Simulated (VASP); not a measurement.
# BaS (P1) in VASP: single point with PBE

Aim: the single point of BaS with PBE.

Everything below comes from runs of VASP 6.6.1. Logs are shortened: lines on timing, memory, paths and dates and some standing lists are left out, and cuts for length are marked.

### 1 The cell of the first run

The typed cell holds 16 atoms: a = 9.083 Å, b = 9.083 Å, c = 9.083 Å, α = 60.00°, β = 60.00°, γ = 60.00°.

### 2 Single point, PBE

The input, INCAR:

```
SYSTEM = BaS
  PREC = Accurate
  ENCUT = 520
  EDIFF = 1E-7
  ISMEAR = -1
  SIGMA = 0.02
  LREAL = Auto
  LASPH = .True.
  NELM = 60
  ALGO = Normal
  ISIF = 2
  LWAVE = .False.
  LCHARG = .False.
  GGA = PE
  NBANDS = 78
```

The input, KPOINTS:

```
regular mesh
0
Gamma
  2 2 2
  0 0 0
```

The input, POSCAR:

```
BaS
1.0
    0.0000000000      6.4229740000      6.4229740000
    6.4229740000      0.0000000000      6.4229740000
    6.4229740000      6.4229740000      0.0000000000
Ba S
8 8
Direct
   -0.0005646138     -0.0000491205      0.0000480307
    0.0007020112     -0.0004158510      0.4995125311
    0.0002042667      0.4994502547      0.0002763517
    0.0011893244      0.4997905954      0.4990217927
    0.5006503218      0.0014848262      0.0000207069
    0.4978164321      0.0011312517      0.5002318241
    0.4996976478      0.4987828068     -0.0002487944
    0.5001111635      0.4979205894      0.5008016536
    0.2515517734      0.2522097240      0.2444010360
    0.2497121271      0.2514415441      0.7512596968
    0.2490196909      0.7512554153      0.2513441593
    0.2480010039      0.7493053841      0.7532769088
    0.7525091959      0.2534925410      0.2488313046
    0.7517609444      0.2490326132      0.7497898948
    0.7501604397      0.7500530128      0.2487353989
    0.7498439197      0.7502958910      0.7493936609
```

Potentials or basis: VASP PAW PBE potentials, release 64 (Ba_sv, S).

Command:

```sh
$ cat potpaw_PBE.64/Ba_sv/POTCAR potpaw_PBE.64/S/POTCAR > POTCAR
$ mpirun -np 1 vasp_std > vasp.out
```

OUTCAR:

```text
SYSTEM = BaS
   PREC = Accurate
   ENCUT = 520
   EDIFF = 1E-7
   ISMEAR = -1
   LREAL = Auto
   LASPH = .True.
   NELM = 60
   ISIF = 2
   GGA = PE

 ion  position               nearest neighbor table
   1  0.999  1.000  0.000-  12 3.19  14 3.20  15 3.21  11 3.22  10 3.22  13 3.23   5 4.52   6 4.53
                             7 4.54   4 4.54   2 4.54   3 4.54   3 4.54   2 4.54   4 4.55   7 4.55
   2  0.001  1.000  0.500-  11 3.19  13 3.20  14 3.21  16 3.21  12 3.22   9 3.23   6 4.53   8 4.54
                             3 4.54   5 4.54   4 4.54   1 4.54   1 4.54   4 4.54   5 4.54   3 4.55
   3  0.000  0.499  0.000-  13 3.17   9 3.18  10 3.19  12 3.20  15 3.21  16 3.22   7 4.53   5 4.53
                             4 4.54   2 4.54   8 4.54   1 4.54   1 4.54   8 4.54   2 4.55   4 4.55
   4  0.001  0.500  0.499-  11 3.21  14 3.21  10 3.22  16 3.22  15 3.22   9 3.23   6 4.52   8 4.53
                             7 4.53   3 4.54   1 4.54   2 4.54   2 4.54   1 4.55   3 4.55   7 4.55
   5  0.501  0.001  0.000-   9 3.18  15 3.20  14 3.20  10 3.21  16 3.22  11 3.22   7 4.51   8 4.52
                             1 4.52   6 4.53   3 4.53   2 4.54   2 4.54   3 4.55   6 4.55   1 4.56
   6  0.498  0.001  0.500-  16 3.22  10 3.22  12 3.22   9 3.23  15 3.23  13 3.26   4 4.52   8 4.53
                             2 4.53   5 4.53   7 4.53   1 4.53   1 4.55   7 4.55   5 4.55   2 4.56
   7  0.500  0.499  1.000-   9 3.18  12 3.20  14 3.21  16 3.22  13 3.22  11 3.24   5 4.51   4 4.53
                             3 4.53   6 4.53   8 4.53   1 4.54   1 4.55   8 4.55   6 4.55   3 4.55
   8  0.500  0.498  0.501-  13 3.19  10 3.19  11 3.22  14 3.22  15 3.23  12 3.24   5 4.52   6 4.53
                             4 4.53   7 4.53   2 4.54   3 4.54   3 4.54   2 4.55   7 4.55   4 4.55
   9  0.252  0.252  0.244-   7 3.18   5 3.18   3 3.18   6 3.23   4 3.23   2 3.23
  10  0.250  0.251  0.751-   8 3.19   3 3.19   5 3.21   4 3.22   6 3.22   1 3.22
  11  0.249  0.751  0.251-   2 3.19   4 3.21   8 3.22   1 3.22   5 3.22   7 3.24
  12  0.248  0.749  0.753-   1 3.19   3 3.20   7 3.20   2 3.22   6 3.22   8 3.24
  13  0.753  0.253  0.249-   3 3.17   8 3.19   2 3.20   7 3.22   1 3.23   6 3.26
  14  0.752  0.249  0.750-   1 3.20   5 3.20   7 3.21   2 3.21   4 3.21   8 3.22
  15  0.750  0.750  0.249-   5 3.20   3 3.21   1 3.21   4 3.22   8 3.23   6 3.23
  16  0.750  0.750  0.749-   2 3.21   4 3.22   6 3.22   3 3.22   7 3.22   5 3.22

  LATTYP: Found a face centered cubic cell.
 ALAT       =    12.8459480000

  Lattice vectors:

 A1 = (   0.0000000000,   6.4229740000,   6.4229740000)
 A2 = (   6.4229740000,   0.0000000000,   6.4229740000)
 A3 = (   6.4229740000,   6.4229740000,   0.0000000000)

Analysis of symmetry for initial positions (statically):
=====================================================================
 Subroutine PRICEL returns:
 Original cell was already a primitive cell.

 Routine SETGRP: Setting up the symmetry group for a
 face centered cubic supercell.

 Subroutine GETGRP returns: Found  1 space group operations
 (whereof  1 operations were pure point group operations)
 out of a pool of 48 trial point group operations.

The static configuration has the point symmetry C_1 .

Analysis of symmetry for dynamics (positions and initial velocities):
=====================================================================
 Subroutine PRICEL returns:
 Original cell was already a primitive cell.

 Routine SETGRP: Setting up the symmetry group for a
 face centered cubic supercell.

 Subroutine GETGRP returns: Found  1 space group operations
 (whereof  1 operations were pure point group operations)
 out of a pool of 48 trial point group operations.

The dynamic configuration has the point symmetry C_1 .

 Subroutine INISYM returns: Found  1 space group operations
 (whereof  1 operations are pure point group operations),
 and found     1 'primitive' translations

----------------------------------------------------------------------------------------

                                     Primitive cell

  volume of cell :     529.9544

  direct lattice vectors                    reciprocal lattice vectors
     0.000000000  6.422974000  6.422974000    -0.077845559  0.077845559  0.077845559
     6.422974000  0.000000000  6.422974000     0.077845559 -0.077845559  0.077845559
     6.422974000  6.422974000  0.000000000     0.077845559  0.077845559 -0.077845559

  length of vectors
     9.083456942  9.083456942  9.083456942     0.134832463  0.134832463  0.134832463

  position of ions in fractional coordinates (direct lattice)
     0.999435386  0.999950879  0.000048031
     0.000702011  0.999584149  0.499512531
     0.000204267  0.499450255  0.000276352
[... 43 lines left out ...]
  Cartesian coordinates                     Fractional coordinates (reciprocal lattice)
    -0.038922779  0.038922779  0.038922779     0.500000000  0.000000000  0.000000000
     0.038922779 -0.038922779  0.038922779     0.000000000  0.500000000  0.000000000
     0.038922779  0.038922779 -0.038922779     0.000000000  0.000000000  0.500000000

  Length of vectors
     0.067416231  0.067416231  0.067416231

  Shift w.r.t. Gamma in fractional coordinates (k-lattice)
     0.000000000  0.000000000  0.000000000

 Subroutine IBZKPT returns following result:
 ===========================================

 Found      8 irreducible k-points:

 Following reciprocal coordinates:
            Coordinates               Weight
  0.000000  0.000000  0.000000      1.000000
  0.500000  0.000000  0.000000      1.000000
  0.000000  0.500000  0.000000      1.000000
  0.000000  0.000000  0.500000      1.000000
  0.500000  0.500000  0.500000      1.000000
  0.500000  0.500000  0.000000      1.000000
  0.000000  0.500000  0.500000      1.000000
  0.500000  0.000000  0.500000      1.000000
   k-points           NKPTS =      8   k-points in BZ     NKDIM =      8   number of bands    NBANDS=     78
   number of dos      NEDOS =    301   number of ions     NIONS =     16
   total plane-waves  NPLWV = 343000
   dimension x,y,z NGX =    70 NGY =   70 NGZ =   70
   dimension x,y,z NGXF=   140 NGYF=  140 NGZF=  140
   ions per type =               8   8
   NGX,Y,Z   is equivalent  to a cutoff of  12.81, 12.81, 12.81 a.u.
   NGXF,Y,Z  is equivalent  to a cutoff of  25.62, 25.62, 25.62 a.u.
 SYSTEM =  BaS
   PREC   = accura    normal or accurate (medium, high low for compatibility)
   ISTART =      0    job   : 0-new  1-cont  2-samecut
   ICHARG =      2    charge: 1-file 2-atom 10-const
   ISPIN  =      1    spin polarized calculation?
   LNONCOLLINEAR =      F non collinear calculations
   LSORBIT =      F    spin-orbit coupling
   LASPH  =      T    aspherical Exc in radial PAW
   ENCUT  =  520.0 eV  38.22 Ry    6.18 a.u.  16.89 16.89 16.89*2*pi/ulx,y,z
   NELM   =     60;   NELMIN=  2; NELMDL= -5     # of ELM steps
   EDIFF  = 0.1E-06   stopping-criterion for ELM
   LREAL  =      T    real-space projection
   EDIFFG = 0.1E-05   stopping-criterion for IOM
   NSW    =      0    number of steps for IOM
   IBRION =     -1    ionic relax: 0-MD 1-quasi-New 2-CG
   NFREE  =      0    steps in history (QN), initial steepest desc. (CG)
   ISIF   =      2    stress and relaxation
   ISYM   =      2    0-nonsym 1-usesym 2-fastsym
   POTIM  = 0.5000    time-step for ionic-motion
   TEBEG  =    0.0;   TEEND  =   0.0 temperature during run
   PSTRESS=    0.0 pullay stress
   NELECT =     128.0000    total number of electrons
   NUPDOWN=      -1.0000    fix difference up-down
   EMIN   =  10.00;   EMAX   =-10.00  energy-range for DOS
   EFERMI =   0.00;   METHOD = LEGACY
   ISMEAR =    -1;   SIGMA  =   0.02  broadening in eV -4-tet -1-fermi 0-gaus
   EFERMI_NEDOS =   21; number of points for ismear=-14 and -15
   IALGO  =     38    algorithm
   IMIX   =      4    mixing-type and parameters
     AMIX     =   0.40;   BMIX     =  1.00
     AMIX_MAG =   1.60;   BMIX_MAG =  1.00
  volume/ion in A,a.u.               =      33.12       223.52
  Fermi-wavevector in a.u.,A,eV,Ry     =   1.019527  1.926626 14.142371  1.039435
  Thomas-Fermi vector in A             =   2.153046
   LORBIT       =      0    0 simple, 1 ext, 2 COOP (PROOUT), +10 PAW based schemes
   GGA     = PE    functional components
   LHFCALC =     F    Hartree Fock is set to
   AEXX    =    0.0000 exact exchange contribution
   IVDW    =     0    specifies the selected vdW correction
   LEPSILON=     F    determine dielectric tensor
   LRPA    =     F    only Hartree local field effects (RPA)
 non-spin polarized calculation
  energy-cutoff  :      520.00
  volume of cell :      529.95
 maximum number of plane-waves:     14344
 NGX is ok and might be reduce to    70
   NGX = 33   NGY = 33   NGZ = 33

 number of electron     127.9999996 magnetization

 Free energy of the ion-electron system (eV)
  ---------------------------------------------------
  ext. energy  EPLUGINS =         0.00000000
  ---------------------------------------------------
  free energy    TOTEN  =       -81.48737826 eV

  energy without entropy =      -81.48737826  energy(sigma->0) =      -81.48737826

 E-fermi :   1.8414     XC(G=0):  -8.5552

 val. band max:        1.3751125365   @ k =   0.0000   0.0000   0.0000
 cond. band min:       3.5041292070   @ k =   0.0000   0.0000   0.0000
 fundamental gap:      2.1290166705
 Fermi energy:         1.8414391234

 k-point     1 :       0.0000    0.0000    0.0000
  band No.  band energies     occupation
      1     -24.7981      2.00000
      2     -24.7505      2.00000
      3     -24.7277      2.00000
      4     -24.7200      2.00000
      5     -24.7196      2.00000
      6     -24.7075      2.00000
[... 621 lines left out ...]
     75       6.0028      0.00000
     76       6.0043      0.00000
 [bands above 76 left out]

------------------------ aborting loop because EDIFF is reached ----------------------------------------

  FORCE on cell =-STRESS in cart. coord.  units (eV):
  Direction    XX          YY          ZZ          XY          YZ          ZX
  --------------------------------------------------------------------------------------
  -------------------------------------------------------------------------------------
  Total        2.3574329      2.3295971      2.3802183     -0.0057356      0.0016555      0.0004250
  in kB        7.1270766      7.0429226      7.1959624     -0.0173400      0.0050050      0.0012847
  external PRESSURE =       7.1219872 kB  Pullay stress =       0.0000000 kB

 VOLUME and BASIS-vectors are now :
 -----------------------------------------------------------------------------
  energy-cutoff  :      520.00
  volume of cell :      529.95
      direct lattice vectors                 reciprocal lattice vectors
     0.000000000  6.422974000  6.422974000    -0.077845559  0.077845559  0.077845559
     6.422974000  0.000000000  6.422974000     0.077845559 -0.077845559  0.077845559
     6.422974000  6.422974000  0.000000000     0.077845559  0.077845559 -0.077845559

 POSITION                                       TOTAL-FORCE (eV/Angst)
 -----------------------------------------------------------------------------------
      6.42297      6.41966     12.84201         0.028107      0.040359      0.010437
      9.62866      3.21286      6.42481         0.001931      0.002326     -0.019623
      3.20973      0.00309      3.20927         0.024019     -0.068373      0.016990
      6.41535      3.21284      3.21778         0.045076     -0.029820     -0.003384
      0.00967      3.21580      3.22520        -0.092796     -0.005151     -0.066171
      3.22024      6.41044      3.20473        -0.035576      0.064526      0.024933
[... 8 lines left out ...]
      6.41519      6.41588      9.63583         0.077559      0.030751     -0.007840
      9.63247      9.62956      9.63536        -0.013621     -0.046405      0.007947
 -----------------------------------------------------------------------------------
    total drift:                               -0.010179      0.004809     -0.000308

  FREE ENERGIE OF THE ION-ELECTRON SYSTEM (eV)
  ---------------------------------------------------
  free  energy   TOTEN  =       -81.4873782570 eV

  energy  without entropy=      -81.4873782570  energy(sigma->0) =      -81.48737826
```

Run time: 18 min. Hardware: 1 thread of Oxide Virtual Turin-like, shared host; peak memory 0.74 GiB.

What came out:

| Quantity | Value |
| --- | --- |
| Free energy | -81.4874 eV |
| Pressure | 0.7 GPa |
| Largest force | 0.175 eV/Å |
| Band gap on the k mesh | 2.13 eV |

Forces in eV/Å, atoms in the order of the input:
```
Ba   0.028  0.040  0.010
Ba   0.002  0.002 -0.020
Ba   0.024 -0.068  0.017
Ba   0.045 -0.030 -0.003
Ba  -0.093 -0.005 -0.066
Ba  -0.036  0.065  0.025
Ba   0.054  0.018  0.105
Ba   0.047 -0.023  0.072
S    0.080  0.118 -0.069
S   -0.092 -0.036 -0.026
S   -0.059  0.008  0.000
S   -0.043 -0.026  0.105
S   -0.037 -0.030 -0.168
S    0.015 -0.017  0.017
S    0.078  0.031 -0.008
S   -0.014 -0.046  0.008
```

Caveat: the k points lie up to 0.42 Å⁻¹ apart; the atoms stand as in a frame of molecular dynamics; spin-orbit coupling is left out, which moves the levels of the heavy elements.
